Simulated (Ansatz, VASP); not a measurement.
# Ga2O3: VASP beside Ansatz

```
CELL_PARAMETERS angstrom
2.47687 4.29007 0.00000
-2.47687 4.29007 0.00000
-2.47687 1.43002 4.45183
ATOMIC_POSITIONS crystal
Ga 0.35587 0.28827 0.06760
Ga 0.14413 0.71173 0.43240
Ga 0.64413 0.71173 0.93240
Ga 0.85587 0.28827 0.56760
O 0.55318 0.19682 0.75000
O 0.25000 0.80318 0.75000
O 0.94682 0.50000 0.75000
O 0.44682 0.80318 0.25000
O 0.75000 0.19682 0.25000
O 0.05318 0.50000 0.25000
```

Alike in both runs: functional PBE; k mesh 6 × 6 × 6; no spin polarisation.

Ansatz relaxed the structure, and its values are those at the end. VASP's run is a single point on that final structure, the one shown.

|  | VASP | Ansatz |
| --- | --- | --- |
| version | VASP 6.6.1 | Ansatz 0.2.0 |
| potentials or method | VASP PAW PBE potentials, release 64 (Ga_d, O), cutoff 520 eV | PAW plane waves |
| occupations | fermi-dirac, width 0.1 eV | fermi-dirac |
| valence electrons in the cell | 88 | 88 |

```csv
,VASP,Ansatz,Ansatz less VASP
pressure (GPa),15.2,14.2,-1.05
rms of the force components (eV/Å),0.004,0.005,+0.0004
```

Ansatz's warnings: stress scf threshold loose, structure snapped to symmetry.
